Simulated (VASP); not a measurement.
# Dy3TaF2 (P6/mmm) in VASP: single point with PBE

Aim: the single point of Dy3TaF2 with PBE.

Program: VASP 6.6.1. These are calculated values, not measurements. Logs are shortened: lines on timing, memory, paths and dates and some standing lists are left out, and cuts for length are marked.

## 1. The cell of the first run

Symmetry: P6/mmm, No. 191, hexagonal system. The conventional cell has a = 5.175 Å, b = 5.175 Å, c = 4.904 Å, α = 90.00°, β = 90.00°, γ = 120.00°. Within 3.4 Å of Dy (site symmetry mmm) lie 2 Ta at 2.59 Å and 4 Dy at 2.59 Å and 4 F at 3.04 Å. Within 2.1 Å of Ta (site symmetry 6/mmm) lie 2 F at 1.60 Å. Within 2.1 Å of F (site symmetry 6mm) lie 1 Ta at 1.60 Å and 1 F at 1.70 Å.

The cell was generated, and may not be a known phase.

## 2. Single point, PBE

Contents of INCAR:

```
PREC = Accurate
ENCUT = 800
EDIFF = 1E-6
ISMEAR = 0
SIGMA = 0.1
LREAL = F
LASPH = T
NELM = 300
ALGO = All
ISIF = 2
LWAVE = F
LCHARG = F
GGA = PE
NBANDS = 52
GGA_COMPAT = F
LMAXMIX = 6
ISEARCH = 1
KPAR = 4
```

Contents of KPOINTS:

```
regular mesh
0
Gamma
  6 6 4
```

Contents of POSCAR:

```
Dy3TaF2
1.0
    5.1750214900      0.0000000000      0.0000000000
   -2.5875107500      4.4817000800      0.0000000000
    0.0000000000      0.0000000000      4.9042506200
Dy Ta F
3 1 2
Direct
    0.5000000000      0.0000000000      0.0000000000
    0.0000000000      0.5000000000      0.0000000000
    0.5000000000      0.5000000000      0.0000000000
    0.0000000000      0.0000000000      0.0000000000
    0.0000000000      0.0000000000      0.3269147900
    0.0000000000      0.0000000000      0.6730852100
```

Potentials or basis: VASP PAW PBE potentials, release 64 (Dy, Ta_pv, F).

Launch:

```sh
$ cat potpaw_PBE.64/Dy/POTCAR potpaw_PBE.64/Ta_pv/POTCAR potpaw_PBE.64/F/POTCAR > POTCAR
$ mpirun -np 4 vasp_std > vasp.out
```

OUTCAR:

```text
PREC = Accurate
   ENCUT = 800
   EDIFF = 1E-6
   ISMEAR = 0
   LREAL = F
   LASPH = T
   NELM = 300
   ISIF = 2
   GGA = PE

 ion  position               nearest neighbor table
   1  0.500  0.000  0.000-   4 2.59   4 2.59   2 2.59   2 2.59   3 2.59   3 2.59
   2  0.000  0.500  0.000-   3 2.59   3 2.59   1 2.59   1 2.59   4 2.59   4 2.59
   3  0.500  0.500  0.000-   2 2.59   2 2.59   4 2.59   4 2.59   1 2.59   1 2.59
   4  0.000  0.000  0.000-   5 1.60   6 1.60   1 2.59   1 2.59   3 2.59   3 2.59   2 2.59   2 2.59

   5  0.000  0.000  0.327-   4 1.60   6 1.70
   6  0.000  0.000  0.673-   4 1.60   5 1.70

  LATTYP: Found a hexagonal cell.
 ALAT       =     5.1750214900
 C/A-ratio  =     0.9476773438

  Lattice vectors:

 A1 = (   5.1750214900,   0.0000000000,   0.0000000000)
 A2 = (  -2.5875107500,   4.4817000800,   0.0000000000)
 A3 = (   0.0000000000,   0.0000000000,   4.9042506200)

Analysis of symmetry for initial positions (statically):
=====================================================================
 Subroutine PRICEL returns:
 Original cell was already a primitive cell.

 Routine SETGRP: Setting up the symmetry group for a
 hexagonal supercell.

 Subroutine GETGRP returns: Found 24 space group operations
 (whereof 24 operations were pure point group operations)
 out of a pool of 24 trial point group operations.

The static configuration has the point symmetry D_6h.

Analysis of symmetry for dynamics (positions and initial velocities):
=====================================================================
 Subroutine PRICEL returns:
 Original cell was already a primitive cell.

 Routine SETGRP: Setting up the symmetry group for a
 hexagonal supercell.

 Subroutine GETGRP returns: Found 24 space group operations
 (whereof 24 operations were pure point group operations)
 out of a pool of 24 trial point group operations.

The dynamic configuration has the point symmetry D_6h.

 Subroutine INISYM returns: Found 24 space group operations
 (whereof 24 operations are pure point group operations),
 and found     1 'primitive' translations

----------------------------------------------------------------------------------------

                                     Primitive cell

  volume of cell :     113.7438

  direct lattice vectors                    reciprocal lattice vectors
     5.175021490  0.000000000  0.000000000     0.193235913  0.111564806  0.000000000
    -2.587510750  4.481700080  0.000000000     0.000000000  0.223129612  0.000000000
     0.000000000  0.000000000  4.904250620     0.000000000  0.000000000  0.203904751

  length of vectors
     5.175021490  5.175021496  4.904250620     0.223129612  0.223129612  0.203904751

  position of ions in fractional coordinates (direct lattice)
     0.500000000  0.000000000  0.000000000
     1.000000000  0.500000000  0.000000000
     0.500000000  0.500000000  0.000000000
     0.000000000  0.000000000  0.000000000
     0.000000000  0.000000000  0.326914790
     0.000000000  0.000000000  0.673085210

  ion indices of the primitive-cell ions
   primitive index   ion index
                 1           1
                 2           2
                 3           3
                 4           4
                 5           5
                 6           6

----------------------------------------------------------------------------------------

 KPOINTS: regular mesh

Automatic generation of k-mesh.
 Grid dimensions read from file:
 generate k-points for:    6    6    4

 Generating k-lattice:

  Cartesian coordinates                     Fractional coordinates (reciprocal lattice)
     0.032205985  0.018594134  0.000000000     0.166666667 -0.000000000  0.000000000
     0.000000000  0.037188269  0.000000000     0.000000000  0.166666667  0.000000000
     0.000000000  0.000000000  0.050976188     0.000000000  0.000000000  0.250000000

  Length of vectors
     0.037188269  0.037188269  0.050976188

  Shift w.r.t. Gamma in fractional coordinates (k-lattice)
     0.000000000  0.000000000  0.000000000

 Subroutine IBZKPT returns following result:
 ===========================================

 Found     21 irreducible k-points:

 Following reciprocal coordinates:
            Coordinates               Weight
  0.000000  0.000000  0.000000      1.000000
  0.166667  0.000000  0.000000      6.000000
  0.333333 -0.000000  0.000000      6.000000
  0.500000  0.000000  0.000000      3.000000
  0.166667  0.166667  0.000000      6.000000
  0.333333  0.166667  0.000000     12.000000
[... 13 lines left out ...]
  0.333333  0.166667  0.500000     12.000000
  0.333333  0.333333  0.500000      2.000000
   k-points           NKPTS =     21   k-points in BZ     NKDIM =     21   number of bands    NBANDS=     52
   number of dos      NEDOS =    301   number of ions     NIONS =      6
   total plane-waves  NPLWV = 110592
   dimension x,y,z NGX =    48 NGY =   48 NGZ =   48
   dimension x,y,z NGXF=    96 NGYF=   96 NGZF=   96
   ions per type =               3   1   2
   NGX,Y,Z   is equivalent  to a cutoff of  15.42, 15.42, 16.27 a.u.
   NGXF,Y,Z  is equivalent  to a cutoff of  30.84, 30.84, 32.54 a.u.
 SYSTEM =  unknown system
   PREC   = accura    normal or accurate (medium, high low for compatibility)
   ISTART =      0    job   : 0-new  1-cont  2-samecut
   ICHARG =      2    charge: 1-file 2-atom 10-const
   ISPIN  =      1    spin polarized calculation?
   LNONCOLLINEAR =      F non collinear calculations
   LSORBIT =      F    spin-orbit coupling
   LASPH  =      T    aspherical Exc in radial PAW
   ENCUT  =  800.0 eV  58.80 Ry    7.67 a.u.  11.93 11.93 11.31*2*pi/ulx,y,z
   NELM   =    300;   NELMIN=  2; NELMDL= -5     # of ELM steps
   EDIFF  = 0.1E-05   stopping-criterion for ELM
   LREAL  =      F    real-space projection
   EDIFFG = 0.1E-04   stopping-criterion for IOM
   NSW    =      0    number of steps for IOM
   IBRION =     -1    ionic relax: 0-MD 1-quasi-New 2-CG
   NFREE  =      0    steps in history (QN), initial steepest desc. (CG)
   ISIF   =      2    stress and relaxation
   ISYM   =      2    0-nonsym 1-usesym 2-fastsym
   POTIM  = 0.5000    time-step for ionic-motion
   TEBEG  =    0.0;   TEEND  =   0.0 temperature during run
   PSTRESS=    0.0 pullay stress
   NELECT =      85.0000    total number of electrons
   NUPDOWN=      -1.0000    fix difference up-down
   EMIN   =  10.00;   EMAX   =-10.00  energy-range for DOS
   EFERMI =   0.00;   METHOD = LEGACY
   ISMEAR =     0;   SIGMA  =   0.10  broadening in eV -4-tet -1-fermi 0-gaus
   EFERMI_NEDOS =   21; number of points for ismear=-14 and -15
   IALGO  =     58    algorithm
   IMIX   =      4    mixing-type and parameters
     AMIX     =   0.40;   BMIX     =  1.00
     AMIX_MAG =   1.60;   BMIX_MAG =  1.00
  volume/ion in A,a.u.               =      18.96       127.93
  Fermi-wavevector in a.u.,A,eV,Ry     =   1.485612  2.807399 30.028626  2.207042
  Thomas-Fermi vector in A             =   2.599002
   LORBIT       =      0    0 simple, 1 ext, 2 COOP (PROOUT), +10 PAW based schemes
   GGA     = PE    functional components
   LHFCALC =     F    Hartree Fock is set to
   AEXX    =    0.0000 exact exchange contribution
   IVDW    =     0    specifies the selected vdW correction
   LEPSILON=     F    determine dielectric tensor
   LRPA    =     F    only Hartree local field effects (RPA)
 non-spin polarized calculation
 Gauss-broadening in eV      SIGMA  =   0.10
  energy-cutoff  :      800.00
  volume of cell :      113.74
 maximum number of plane-waves:      5897
 NGX is ok and might be reduce to    48
   NGX = 23   NGY = 23   NGZ = 23

 number of electron      84.9999997 magnetization

 Free energy of the ion-electron system (eV)
  ---------------------------------------------------
  ext. energy  EPLUGINS =         0.00000000
  ---------------------------------------------------
  free energy    TOTEN  =       -18.46538554 eV

  energy without entropy =      -18.21664102  energy(sigma->0) =      -18.34101328

 E-fermi :   3.6733     XC(G=0): -10.4749

 val. band max:        3.6707639298   @ k =   0.1667   0.1667   0.2500
 cond. band min:       3.6765479379   @ k =   0.5000   0.0000   0.0000
 fundamental gap:      0.0057840081
 Fermi energy:         3.6732720093

 k-point     1 :       0.0000    0.0000    0.0000
  band No.  band energies     occupation
      1     -41.8822      2.00000
      2     -40.8739      2.00000
      3     -40.8739      2.00000
      4     -34.0057      2.00000
      5     -31.0155      2.00000
      6     -31.0155      2.00000
[... 44 lines left out ...]
     51       4.1289      0.00000
     52       4.1290      0.00000

 k-point     2 :       0.1667    0.0000    0.0000
  band No.  band energies     occupation
      1     -41.8327      2.00000
      2     -40.9428      2.00000
      3     -40.8771      2.00000
      4     -34.0054      2.00000
      5     -30.9965      2.00000
      6     -30.9669      2.00000
[... 44 lines left out ...]
     51       4.2619      0.00000
     52       4.4884      0.00000

 k-point     3 :       0.3333   -0.0000    0.0000
  band No.  band energies     occupation
      1     -41.7019      2.00000
      2     -41.1119      2.00000
      3     -40.8837      2.00000
      4     -34.0048      2.00000
      5     -30.9582      2.00000
      6     -30.8688      2.00000
[... 44 lines left out ...]
     51       4.7466      0.00000
     52       5.1255      0.00000
[... 881 lines left out ...]
 k-point    20 :       0.3333    0.1667    0.5000
  band No.  band energies     occupation
      1     -41.5913      2.00000
      2     -41.2468      2.00000
      3     -40.8809      2.00000
      4     -34.0798      2.00000
      5     -30.9189      2.00000
      6     -30.8393      2.00000
[... 44 lines left out ...]
     51       5.2818      0.00000
     52       5.7229      0.00000

 k-point    21 :       0.3333    0.3333    0.5000
  band No.  band energies     occupation
      1     -41.4266      2.00000
      2     -41.4266      2.00000
      3     -40.8769      2.00000
      4     -34.0797      2.00000
      5     -30.8625      2.00000
      6     -30.8625      2.00000
[... 44 lines left out ...]
     51       5.7053      0.00000
     52       6.0284      0.00000

------------------------ aborting loop because EDIFF is reached ----------------------------------------

  FORCE on cell =-STRESS in cart. coord.  units (eV):
  Direction    XX          YY          ZZ          XY          YZ          ZX
  --------------------------------------------------------------------------------------
  -------------------------------------------------------------------------------------
  Total       26.9309281     26.9309281     86.8863673     -0.0000000      0.0000000      0.0000000
  in kB      379.3449435    379.3449443   1223.8681117     -0.0000004      0.0000000      0.0000000
  external PRESSURE =     660.8526665 kB  Pullay stress =       0.0000000 kB

 VOLUME and BASIS-vectors are now :
 -----------------------------------------------------------------------------
  energy-cutoff  :      800.00
  volume of cell :      113.74
      direct lattice vectors                 reciprocal lattice vectors
     5.175021490  0.000000000  0.000000000     0.193235913  0.111564806  0.000000000
    -2.587510750  4.481700080  0.000000000     0.000000000  0.223129612  0.000000000
     0.000000000  0.000000000  4.904250620     0.000000000  0.000000000  0.203904751

 POSITION                                       TOTAL-FORCE (eV/Angst)
 -----------------------------------------------------------------------------------
      2.58751      0.00000      0.00000        -0.000000     -0.000000      0.000000
     -1.29376      2.24085      0.00000        -0.000000     -0.000000      0.000000
      1.29376      2.24085      0.00000        -0.000000     -0.000000      0.000000
      0.00000      0.00000      0.00000        -0.000000     -0.000000      0.000000
      0.00000      0.00000      1.60327         0.000000      0.000000     12.379692
      0.00000      0.00000      3.30098         0.000000     -0.000000    -12.379692
 -----------------------------------------------------------------------------------
    total drift:                               -0.000000      0.000000      0.000000

  FREE ENERGIE OF THE ION-ELECTRON SYSTEM (eV)
  ---------------------------------------------------
  free  energy   TOTEN  =       -18.4653855364 eV

  energy  without entropy=      -18.2166556849  energy(sigma->0) =      -18.34102061
```

It took 12 min on 4 MPI ranks of Intel Xeon Platinum 8259CL at 2.50GHz (Skylake/Cascade Lake), shared host; peak memory 0.68 GiB.

What came out:

| Item | Value |
| --- | --- |
| Free energy | -18.4654 eV |
| Pressure | 66.1 GPa |
| Largest force | 12.380 eV/Å |
| Band gap on the k mesh | zero (an odd number of electrons rules out a gap without spin polarisation) |

Forces in eV/Å, atoms in the order of the input:
```
Dy    0.000   0.000   0.000
Dy    0.000   0.000   0.000
Dy    0.000   0.000   0.000
Ta    0.000   0.000   0.000
F     0.000   0.000  12.380
F     0.000   0.000 -12.380
```

Caveat: the stress differs along the axes, from 38 to 122 GPa; spin-orbit coupling is left out, which moves the levels of the heavy elements; the run has no spin polarisation, though such a crystal can be magnetic; semilocal functionals describe open f shells poorly, which spoils levels, moments and volumes; forces of over 1 eV/Å act on the atoms, so gaps and moduli don't describe the material at rest.
